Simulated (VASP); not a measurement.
Runs of VASP 6.6.1 on MoS2. The structure is hexagonal, space group P6_3/mmc (No. 194). Conventional cell: a = 3.169 Å, b = 3.169 Å, c = 12.324 Å, α = 90.00°, β = 90.00°, γ = 120.00°. Mo (site symmetry -6m2) has 6 S at 2.41 Å and 6 Mo at 3.17 Å within 3.2 Å. Within 3.2 Å of S (site symmetry 3m) lie 3 Mo at 2.41 Å and 7 S at 3.13 to 3.17 Å. 

```csv
spin,fixed moment (μB),pressure (GPa),moment (μB),largest force (eV/Å)
"collinear, zero start",0.0,4.6,0.00,0.23
"collinear, ferromagnetic start",4.0,19.2,4.00,0.92
"collinear, ferromagnetic start",6.0,24.8,6.00,1.87
"collinear, ferromagnetic start",-,4.6,0.00,0.23
"collinear, ferromagnetic start",2.0,(b),2.00,(a)
```

Alike in all rows: task single point; level PBE+U; potentials or basis VASP PAW PBE potentials, release 64 (Mo_sv, S); Mo d U = 4.38 eV; cell as given; k mesh 8 × 8 × 2; cutoff (eV) 520; smearing gaussian 0.05 eV.

Q: Estimate the missing entries.

A: (a) 0.40; (b) 10.7.

Caveats: this functional lacks dispersion, which binds the layers, so the pressure and a relaxed spacing across them are unreliable; the total moment is fixed, so each spin has its own Fermi level (some runs); forces of over 1 eV/Å act on the atoms, so gaps and moduli don't describe the material at rest (some runs).
